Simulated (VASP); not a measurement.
AlO4: single point with PBE

Crystal: AlO4.

```
CELL_PARAMETERS angstrom
3.83997 0.00000 0.00000
0.00000 3.83997 0.00000
0.00000 0.00000 3.83997
ATOMIC_POSITIONS crystal
Al 0.00000 0.00000 0.00000
O 0.25000 0.25000 0.25000
O 0.75000 0.75000 0.25000
O 0.25000 0.75000 0.75000
O 0.75000 0.25000 0.75000
```

The cell was built from a structure type or drawn by symmetry, and may not be a known phase.

```
Program                : VASP 6.6.1
Task                   : single point
Functional             : PBE
Potentials or basis    : VASP PAW PBE potentials, release 64 (Al, O)
Cutoff                 : 600 eV
k mesh                 : 4 × 4 × 4
Occupations            : gaussian, width 0.1 eV
Spin                   : no spin polarisation
Dipole correction      : no
Further INCAR settings : ALGO = Normal; EDIFF = 1e-06; NBANDS = 22
```

| Property | Result |
| --- | --- |
| Pressure | 16.8 GPa |
| Band gap on the k mesh | zero (an odd number of electrons rules out a gap without spin polarisation) |

Levels at points of the mesh, in eV from the Fermi level:
```
           k point  band 10  band 11  band 12  band 13  band 14  band 15  band 16  band 17  band 18  band 19
(0.00, 0.00, 0.00)    -1.20    -0.42    -0.42    -0.42     0.45     0.45     0.45     9.20    11.35    11.35
(0.50, 0.00, 0.00)    -1.51    -1.38    -1.38    -0.26    -0.26     0.08     0.08    11.44    11.96    12.97
(0.50, 0.50, 0.00)    -1.33    -1.33    -0.95    -0.02    -0.02     0.11     0.48    13.00    13.42    13.42
(0.50, 0.50, 0.50)    -0.35    -0.35     0.19     0.19     0.44     0.44     0.44    13.71    13.77    13.77
```

Wall time 18 s on 1 thread of Intel Xeon 8259CL (shared host), peak memory 0.17 GiB.

Caveat: the k points lie up to 0.41 Å⁻¹ apart, too coarse for converged energies and pressures of a metal; an odd number of electrons without spin polarisation forces a metal; a magnetic or distorted state may lie lower.
